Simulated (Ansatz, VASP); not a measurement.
**Two plane-wave programs on Fe**

INCAR

```
SYSTEM = Fe
  PREC = Accurate
  ENCUT = 520
  EDIFF = 1E-6
  ISMEAR = 0
  SIGMA = 0.15
  LREAL = .False.
  LASPH = .True.
  NELM = 150
  ALGO = Normal
  ISIF = 2
  LWAVE = .False.
  LCHARG = .False.
  ISPIN = 2
  MAGMOM = 2.44
  LORBIT = 11
  LMAXMIX = 4
  GGA = PE
  NBANDS = 14
```

File KPOINTS:

```
regular mesh
0
Gamma
  12 12 12
  0 0 0
```

POSCAR

```
Fe
1.0
   -1.3368015213      1.3368015213      1.6727397436
    1.3368015213     -1.3368015213      1.6727397436
    1.3368015213      1.3368015213     -1.6727397436
Fe
1
Direct
    0.0000000000      0.0000000000      0.0000000000
```

Input for Ansatz:

```yaml
crystal:
  lattice:
    - [-1.3368015213, 1.3368015213, 1.6727397436]
    - [1.3368015213, -1.3368015213, 1.6727397436]
    - [1.3368015213, 1.3368015213, -1.6727397436]
  atoms:
    - { symbol: Fe, position: [0.0, 0.0, 0.0], spin: 2.44 }
basis:
  ecutwfc: 520.0
kpoints:
  mp_grid: { grid: [12, 12, 12] }
hamiltonian:
  xc: pbe
scf:
  occupations: { method: gaussian, width: 0.15 }
output:
  forces: true
  stress: true
  eigenvalues: true
  populations: true
magnetization:
  spin_polarized: true
```

Alike in both runs: task single point; functional PBE; k mesh 12 × 12 × 12; occupations gaussian, width 0.15 eV; collinear spin.

|  | VASP | Ansatz |
| --- | --- | --- |
| version | VASP 6.6.1 | Ansatz 0.2.0 |
| potentials or method | VASP PAW PBE potentials, release 64 (Fe), cutoff 520 eV | scalar-relativistic, plane waves, PAW |
| valence electrons in the cell | 8 | 16 |

```csv
,VASP,Ansatz,Ansatz less VASP
gap on the k mesh at the Fermi level (eV),none,none,-
pressure (GPa),-3.3,-3.6,-0.37
"traceless stress, the component that is largest in VASP (GPa)",-8.65,-8.91,-0.267
net moment per atom (μB),2.44,2.41,-0.030
size of the moment on the site where the two differ most (μB),2.44,2.45,+0.014
```

Site moments also hang on the region over which each program counts them. A gap of «none» marks a metal or a gap that the smearing closes. The functional is the same, so the differences come from potentials, cutoffs and numerics. VASP's potentials hold 8 valence electrons a cell and Ansatz's 16, so a difference there can come from the potentials and not from the codes.
